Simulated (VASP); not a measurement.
# WSe2: single point with PBEsol

Crystal: WSe2.

```
W Se
1.0
    -3.27115    0.00000    0.00000
    -1.63558   -2.83290    0.00000
    -0.40873   -0.23598   13.22067
W Se
2 4
Cartesian
  -1.6356 -0.9443 7.4472
  -3.2712 -1.8886 0.8369
  -1.6356 -0.9443 12.3836
  -3.2712 -1.8886 5.7733
  -1.6356 -0.9443 2.5108
  -3.2712 -1.8886 9.1211
```

This cell differs from its parent crystal: the part above a cut slid along it.

```json
{"Program": "VASP 6.6.1", "Task": "single point", "Functional": "PBEsol", "Potentials or basis": "VASP PAW PBE potentials, release 64 (W_sv, Se)", "Cutoff": "520 eV", "k mesh": "9 × 9 × 2", "Occupations": "gaussian, width 0.05 eV", "Spin": "no spin polarisation"}
```

| Property | Result |
| --- | --- |
| Pressure | 2.5 GPa |
| Largest force | 3.496 eV/Å |
| Band gap on the k mesh | 0.98 eV (least direct gap 1.25 eV) |

Forces in eV/Å, atoms in the order of the input:
```
W   -0.009 -0.005  0.000
W    2.691  1.553  1.603
Se  -2.381 -1.375 -1.766
Se   0.000  0.000 -0.066
Se  -0.291 -0.168  0.156
Se  -0.010 -0.006  0.072
```

Stress tensor (GPa, compression positive):
```
 0.35 -2.02  4.66
-2.02  2.69  2.69
 4.66  2.69  4.45
```

Levels at points of the mesh, in eV from the valence-band top:
```csv
k point,band 23,band 24,band 25,band 26,band 27,band 28,band 29,band 30
"(0.00, 0.00, 0.00)",-1.27,-1.19,-0.37,0.00,1.25,2.35,2.80,2.80
"(0.00, 0.00, 0.50)",-1.43,-0.64,-0.31,-0.07,1.25,2.35,2.79,2.80
```

Run time: 90 s on 1 thread of Intel(R) Xeon(R) 6975P-C (Granite Rapids) (shared host), peak memory 0.33 GiB.

Caveat: the cell differs from its parent crystal (the part above a cut slid along it); the PAW data sets were made with another functional, which shifts forces and pressure a little; spin-orbit coupling is left out, which moves the levels of the heavy elements; this functional lacks dispersion, which binds layers or chains, so the pressure and a relaxed spacing across them are unreliable. A k mesh can miss the band edges.
